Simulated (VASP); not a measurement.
# LiAl15HN16 (a cell with a defect) in VASP: further runs

Runs on LiAl15HN16 (a cell with a defect). Level: PBE. Tasks: single point.

All numbers are computed with VASP 6.6.1; they aren't measurements. Logs are shortened: lines on timing, memory, paths and dates and some standing lists are left out, and cuts for length are marked.

## Step 1: The cell of the first run

The cell holds a defect, 33 atoms: a = 6.260 Å, b = 6.260 Å, c = 10.035 Å, α = 90.00°, β = 90.00°, γ = 120.00°.

## Step 2: Single point, PBE, collinear spin

Contents of INCAR:

```
SYSTEM = LiAl15HN16
  ALGO = Normal
  EDIFF = 1E-6
  ENCUT = 520
  GGA = PE
  ISIF = 2
  ISMEAR = 0
  ISPIN = 2
  LASPH = .True.
  LCHARG = .False.
  LORBIT = 11
  LREAL = Auto
  LWAVE = .False.
  MAGMOM = 0 0 0 0 0 0 0 0 0 0 0 0 0 0 0 0.03 0.02 0.07 0.08 0.45 0.25 0.03 0.06 0 0.37 0.04 0.08 0.01 0.02 0.02 0.01 0.01 0
  NBANDS = 90
  NELECT = 128.0
  NELM = 150
  NUPDOWN = 2.0
  PREC = Accurate
  SIGMA = 0.01
```

Contents of KPOINTS:

```
Automatic mesh
0
Gamma
  1 1 1
  0.25 0.25 0.25
```

Contents of POSCAR:

```
LiAl15HN16
1.0
    6.2595139102      0.0000000601      0.0000000000
   -3.1297570100      5.4208980298      0.0000000000
    0.0000000000      0.0000000000     10.0348065900
Al Li N H
15 1 16 1
Direct
    0.3322626629      0.1725815555      0.2401689027
    0.3369558031      0.1665044971      0.7521606520
    0.1658855951      0.3390886675      0.9990598066
    0.3372083679      0.6730653585      0.2500611050
    0.1553083093      0.8189942064      0.5072497424
    0.3377124856      0.6741570708      0.7516566200
    0.1653148523      0.8351655343      1.0002408750
    0.8306628079      0.1655520815      0.2475657018
    0.6805524453      0.3469065968      0.5072005831
    0.8290377649      0.1651370217      0.7509748081
    0.6688263582      0.3391222786      0.9995923147
    0.8353124857      0.6690578735      0.2492343470
    0.6653595598      0.8264601967      0.5038888509
    0.8342642353      0.6702777069      0.7545729502
    0.6677981712      0.8356693972      1.0009387906
    0.1685403967      0.3287372263      0.4833669955
    0.3520516287      0.1514688760      0.4319864779
    0.1665266305      0.3380533464      0.1921336835
    0.3320049560      0.1719404693      0.9429764110
    0.1696752711      0.3353005076      0.7076631639
    0.3447163364      0.6890446669      0.4385514182
    0.1692379228      0.8361309070      0.1889177889
    0.3338851337      0.6730628531      0.9417413389
    0.1675653036      0.8342214614      0.6934110269
    0.8024948062      0.1483217121      0.4364916453
    0.6691687271      0.3352600991      0.1886379256
    0.8321772767      0.1709195116      0.9412568660
    0.6699013180      0.3365705791      0.6931958423
    0.8338527731      0.6681487103      0.4400543314
    0.6700308334      0.8332082044      0.1890665815
    0.8329612765      0.6714911486      0.9416674282
    0.6695673001      0.8335938642      0.6927206166
    0.4392603038      0.0532810135      0.4019365407
```

Potentials or basis: VASP PAW PBE potentials, release 64 (Al, Li_sv, N, H).

On the command line:

```console
cat potpaw_PBE.64/Al/POTCAR potpaw_PBE.64/Li_sv/POTCAR potpaw_PBE.64/N/POTCAR potpaw_PBE.64/H/POTCAR > POTCAR
mpirun -np 1 vasp_std > vasp.out
```

OUTCAR:

```text
SYSTEM = LiAl15HN16
   EDIFF = 1E-6
   ENCUT = 520
   GGA = PE
   ISIF = 2
   ISMEAR = 0
   ISPIN = 2
   LASPH = .True.
   LORBIT = 11
   LREAL = Auto
   NELECT = 128.0
   NELM = 150
   NUPDOWN = 2.0
   PREC = Accurate

 ion  position               nearest neighbor table
   1  0.332  0.173  0.240-  18 1.86  22 1.90  26 1.90  17 1.94  33 2.04   3 3.02   7 3.02  11 3.03
                             8 3.12   4 3.12  12 3.13  12 3.13   8 3.14   4 3.14   9 3.28   5 3.29
   2  0.337  0.167  0.752-  20 1.88  24 1.90  28 1.90  19 1.92  11 3.07   7 3.07   6 3.08  10 3.08
                             9 3.08   5 3.10   3 3.10  14 3.13  14 3.13  10 3.18   6 3.18
   3  0.166  0.339  0.999-  19 1.89  23 1.90  27 1.90  18 1.94   1 3.02   6 3.08   8 3.09  10 3.09
                             2 3.10   4 3.10   7 3.11  11 3.11  15 3.13  15 3.13  11 3.15   7 3.15
   4  0.337  0.673  0.250-  21 1.89  22 1.90  30 1.91  18 1.91  15 3.08   8 3.09   7 3.09   3 3.10
                            13 3.11   1 3.12  12 3.13  12 3.13   5 3.14   1 3.14   8 3.17
   5  0.155  0.819  0.507-  29 1.87  24 1.87  21 1.87  33 1.95  17 1.96   9 2.96   6 3.03  14 3.03
                            13 3.09   2 3.10  12 3.12   4 3.14  13 3.17   1 3.29   9 3.30
   6  0.338  0.674  0.752-  24 1.88  20 1.89  32 1.89  23 1.91   5 3.03  13 3.06  10 3.07  15 3.08
                             3 3.08   7 3.08   2 3.08  14 3.12  14 3.14   2 3.18  10 3.19
   7  0.165  0.835  0.000-  23 1.89  22 1.89  31 1.90  19 1.91   1 3.02  14 3.05   2 3.07  12 3.07
                             6 3.08   4 3.09  11 3.11   3 3.11  15 3.12  15 3.14   3 3.15  11 3.15
   8  0.831  0.166  0.248-  26 1.89  30 1.90  25 1.90  18 1.90  15 3.05  11 3.08   3 3.09   4 3.09
                             1 3.12  12 3.12  12 3.14   1 3.14  13 3.16   9 3.17   4 3.17
   9  0.681  0.347  0.507-  28 1.87  29 1.87  25 1.89  17 1.94  33 2.00   5 2.96  10 3.03  14 3.04
                            13 3.05   2 3.08  12 3.12   8 3.17  13 3.21   1 3.28   5 3.30
  10  0.829  0.165  0.751-  28 1.88  32 1.89  20 1.90  27 1.91   9 3.03   6 3.07  15 3.08  11 3.08
                             2 3.08  13 3.09   3 3.09  14 3.11  14 3.15   2 3.18   6 3.19
  11  0.669  0.339  1.000-  27 1.89  31 1.89  26 1.90  19 1.91   1 3.03  14 3.04   2 3.07  12 3.08
                             8 3.08  10 3.08   7 3.11  15 3.11   3 3.11   3 3.15  15 3.15   7 3.15
  12  0.835  0.669  0.249-  30 1.89  22 1.91  26 1.91  29 1.91   7 3.07  11 3.08  15 3.08  13 3.11
                             5 3.12   8 3.12   9 3.12   4 3.13   1 3.13   4 3.13   1 3.13   8 3.14
  13  0.665  0.826  0.504-  21 1.86  25 1.88  29 1.88  32 1.90   9 3.05   6 3.06  14 3.07  10 3.09
                             5 3.09   4 3.11  12 3.11   8 3.16   5 3.17   9 3.21
  14  0.834  0.670  0.755-  31 1.88  32 1.88  24 1.91  28 1.91   5 3.03   9 3.04  11 3.04   7 3.05
                            15 3.06  13 3.07  10 3.11   6 3.12   2 3.13   2 3.13   6 3.14  10 3.15
  15  0.668  0.836  0.001-  31 1.88  30 1.89  23 1.91  27 1.91   8 3.05  14 3.06   6 3.08   4 3.08
                            10 3.08  12 3.08  11 3.11   7 3.12   3 3.13   3 3.13   7 3.14  11 3.15
  16  0.169  0.329  0.483-  21 2.00  17 2.02  25 2.04
  17  0.352  0.151  0.432-  33 1.05   1 1.94   9 1.94   5 1.96  16 2.02
  18  0.167  0.338  0.192-   1 1.86   8 1.90   4 1.91   3 1.94
  19  0.332  0.172  0.943-   3 1.89  11 1.91   7 1.91   2 1.92
  20  0.170  0.335  0.708-   2 1.88   6 1.89  10 1.90
  21  0.345  0.689  0.439-  13 1.86   5 1.87   4 1.89  16 2.00
  22  0.169  0.836  0.189-   7 1.89   1 1.90   4 1.90  12 1.91
  23  0.334  0.673  0.942-   7 1.89   3 1.90  15 1.91   6 1.91
  24  0.168  0.834  0.693-   5 1.87   6 1.88   2 1.90  14 1.91
  25  0.802  0.148  0.436-  13 1.88   9 1.89   8 1.90  16 2.04
  26  0.669  0.335  0.189-   8 1.89  11 1.90   1 1.90  12 1.91
  27  0.832  0.171  0.941-  11 1.89   3 1.90  10 1.91  15 1.91
  28  0.670  0.337  0.693-   9 1.87  10 1.88   2 1.90  14 1.91
  29  0.834  0.668  0.440-   9 1.87   5 1.87  13 1.88  12 1.91
[... 49 lines left out ...]
  ---------------------------------------------------
  free energy    TOTEN  =      -243.78529085 eV

  energy without entropy =     -243.78529085  energy(sigma->0) =     -243.78529085

 E-fermi :   5.3840     XC(G=0): -10.7179

 val. band max:        5.3018379913   @ k =  -0.2500  -0.2500   0.2500
 cond. band min:       5.4805522239   @ k =  -0.2500  -0.2500   0.2500
 fundamental gap:      0.1787142326
 Fermi energy:         5.3839705926

 spin component 1

 k-point     1 :       0.2500    0.2500    0.2500
  band No.  band energies     occupation
      1     -37.9330      1.00000
      2      -9.9158      1.00000
      3      -8.8078      1.00000
      4      -8.4600      1.00000
      5      -8.2482      1.00000
      6      -8.1264      1.00000
[... 463 lines left out ...]
     75      12.4856      0.00000
     76      12.6665      0.00000
 Fermi energy:         5.3839705926

 spin component 2

 k-point     1 :       0.2500    0.2500    0.2500
  band No.  band energies     occupation
      1     -37.8926      1.00000
      2      -9.8310      1.00000
      3      -8.7143      1.00000
      4      -8.3649      1.00000
      5      -8.1057      1.00000
      6      -8.0541      1.00000
[... 463 lines left out ...]
     75      12.5366      0.00000
     76      12.7158      0.00000
 [bands above 76 left out]

------------------------ aborting loop because EDIFF is reached ----------------------------------------

  FORCE on cell =-STRESS in cart. coord.  units (eV):
  Direction    XX          YY          ZZ          XY          YZ          ZX
  --------------------------------------------------------------------------------------
  -------------------------------------------------------------------------------------
  Total       -5.1745275     -6.4435016      0.6954938     -1.1412496     -0.1798230      0.9056270
  in kB      -24.3478394    -30.3187764      3.2725251     -5.3699513     -0.8461258      4.2612701
  external PRESSURE =     -17.1313635 kB  Pullay stress =       0.0000000 kB

 VOLUME and BASIS-vectors are now :
 -----------------------------------------------------------------------------
  energy-cutoff  :      520.00
  volume of cell :      340.50
      direct lattice vectors                 reciprocal lattice vectors
     6.259513910  0.000000060  0.000000000     0.159756813  0.092235641  0.000000000
    -3.129757010  5.420898030  0.000000000    -0.000000002  0.184471279  0.000000000
     0.000000000  0.000000000 10.034806590     0.000000000  0.000000000  0.099653141

 POSITION                                       TOTAL-FORCE (eV/Angst)
 -----------------------------------------------------------------------------------
      1.53966      0.93555      2.41005         0.102377     -0.020367     -0.002057
      1.58806      0.90260      7.54779         0.197788     -0.088228      0.051843
     -0.02290      1.83817     10.02537        -0.111987      0.044618      0.133398
      0.00423      3.64862      2.50931         0.028060     -0.173686     -0.232705
     -1.59110      4.43968      5.09015        -0.249644      0.352591      0.040487
      0.00397      3.65454      7.54273         0.128347      0.015734      0.068050
[... 25 lines left out ...]
      1.58222      4.51883      6.95132        -0.187317      0.065281     -0.136550
      2.58280      0.28883      4.03336         0.108987      0.029990     -0.014087
 -----------------------------------------------------------------------------------
    total drift:                               -0.005469      0.007026      0.011154

  FREE ENERGIE OF THE ION-ELECTRON SYSTEM (eV)
  ---------------------------------------------------
  free  energy   TOTEN  =      -243.7852908467 eV

  energy  without entropy=     -243.7852908467  energy(sigma->0) =     -243.78529085

 total charge

# of ion       s       p       d       tot
------------------------------------------
    1        0.375   0.431   0.000   0.806
    2        0.373   0.430   0.000   0.803
    3        0.369   0.421   0.000   0.790
    4        0.371   0.427   0.000   0.798
    5        0.375   0.437   0.000   0.812
    6        0.373   0.433   0.000   0.807
[... 25 lines left out ...]
   32        1.229   2.617   0.000   3.847
   33        0.611   0.100   0.000   0.711
--------------------------------------------------
tot         28.003  48.053   0.000  76.057

 magnetization (x)

# of ion       s       p       d       tot
------------------------------------------
    1       -0.000  -0.000   0.000  -0.000
    2       -0.002  -0.002   0.000  -0.004
    3        0.001   0.001   0.000   0.002
    4       -0.001  -0.000   0.000  -0.001
    5       -0.001  -0.001   0.000  -0.002
    6       -0.002  -0.002   0.000  -0.004
[... 25 lines left out ...]
   32       -0.000   0.005   0.000   0.004
   33       -0.000  -0.000   0.000  -0.000
--------------------------------------------------
tot          0.026   1.323   0.000   1.349
```

Wall time 23 min (1 thread of Intel Xeon 8259CL, shared host); peak memory 0.72 GiB.

Results:

* Free energy: -243.7853 eV
* Largest force: 0.434 eV/Å
* Net moment: 2.00 μB per cell
* Site moments: Al -0.00, +0.00 (each value once); Li +0.02; N +0.03, +0.04, +0.07, +0.40, +0.27, +0.02, +0.06, +0.00, +0.33, +0.01 (each value once); H -0.00 μB
* Valence electrons inside the program's atomic spheres: Al 0.81, 0.80, 0.79, 0.82 (each value once); Li 2.08; N 3.88, 3.83, 3.82, 3.73, 3.77, 3.84, 3.85, 3.75 (each value once); H 0.71

Forces in eV/Å, atoms in the order of the input:
```
Al   0.102 -0.020 -0.002
Al   0.198 -0.088  0.052
Al  -0.112  0.045  0.133
Al   0.028 -0.174 -0.233
Al  -0.250  0.353  0.040
Al   0.128  0.016  0.068
Al  -0.148  0.088  0.041
Al   0.120  0.077 -0.067
Al  -0.243 -0.116 -0.098
Al   0.099 -0.052  0.080
Al  -0.089  0.060  0.075
Al   0.187 -0.124 -0.046
Al   0.256  0.066  0.265
Al   0.111 -0.086  0.048
Al  -0.071  0.099 -0.070
Li   0.112 -0.115  0.095
N    0.053 -0.181  0.181
N   -0.222  0.111 -0.086
N    0.184 -0.094 -0.126
N   -0.220  0.039 -0.037
N    0.074 -0.046 -0.125
N   -0.165  0.028  0.054
N    0.168 -0.154 -0.075
N   -0.155  0.073 -0.023
N    0.107  0.125 -0.004
N   -0.205  0.138 -0.023
N    0.165 -0.126 -0.040
N   -0.155  0.081  0.004
N    0.084 -0.089  0.019
N   -0.232  0.064  0.079
N    0.169 -0.092 -0.028
N   -0.187  0.065 -0.137
H    0.109  0.030 -0.014
```

Caveat: the k points lie up to 0.58 Å⁻¹ apart; the cell carries a net charge on a neutralising background, which shifts energy and pressure; the cell is charged against a uniform background, so pressure and absolute levels hang on convention; the cutoff is under 1.25 times the usual one of these potentials, so pressure, stress and relaxed cells hold a basis-set (Pulay) error; the total moment is fixed, so each spin has its own Fermi level and the state may be an excited one.

[end of part 1 of 2]
